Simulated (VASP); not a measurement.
The system is C.

```
C
1.0
     0.00000    1.78012    1.76232
     1.78012    0.00000    1.76232
     1.78012    1.78012    0.00000
C
2
Direct
  0.00000 0.00000 0.00000
  0.25000 0.25000 0.25000
```

This cell differs from its parent crystal: uniaxial z strain -1.0%.

Base run:

- Program: VASP 6.6.1
- Functional: r2SCAN
- Potentials or basis: VASP PAW PBE potentials, release 64 (C)
- Cutoff: 520 eV
- k mesh: 12 × 12 × 12
- Occupations: gaussian, width 0.01 eV
- Spin: no spin polarisation

Its results: band gap on the k mesh 4.11 eV, indirect (least direct gap 5.68 eV); pressure 5.8 GPa.

Q: The run is repeated on the same cell with these changes: functional from r2SCAN to PBE; k mesh from 12 × 12 × 12 to 6 × 6 × 6. What comes out?

A: Band gap on the k mesh 3.93 eV, indirect (least direct gap 5.45 eV); pressure 9.6 GPa.

Several settings changed at once, so the effect can't be laid on one alone.

Caveats: some runs use coarse meshes; the PAW data sets were made with another functional, which shifts forces and pressure a little (some runs).

A k mesh can miss the band edges.
